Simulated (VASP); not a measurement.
The system is Si2Ni.

```
CELL_PARAMETERS angstrom
0.00000 2.50426 2.50426
2.50426 0.00000 2.50426
2.50426 2.50426 0.00000
ATOMIC_POSITIONS crystal
Si 0.25000 0.25000 0.25000
Si 0.75000 0.75000 0.75000
Ni 0.00000 0.00000 0.00000
```

Base run:

| Item | Value |
| --- | --- |
| Program | VASP 6.6.1 |
| Functional | LDA |
| Potentials or basis | VASP PAW LDA potentials, release 64 (Si, Ni) |
| Cutoff | 520 eV |
| k mesh | 14 × 14 × 14 |
| Occupations | gaussian, width 0.15 eV |
| Spin | collinear spin, ferromagnetic start |
| Starting moments | [0.0, 0.0, 1.0] μB |
| Fixed moment | 1 μB |

Its results: pressure 59.0 GPa; site moments Si +0.12; Ni +0.45 μB.

Q: The run is repeated on the same cell with these changes: fixed moment from 1 μB to 0.875 μB; moments at the start from [0.0, 0.0, 1.0] to [0.0, 0.0, 0.88]. What comes out?

A: Pressure 58.0 GPa; site moments Si +0.11; Ni +0.40 μB.

Caveats: the cell stands under pressure; the total moment is fixed, so each spin has its own Fermi level.
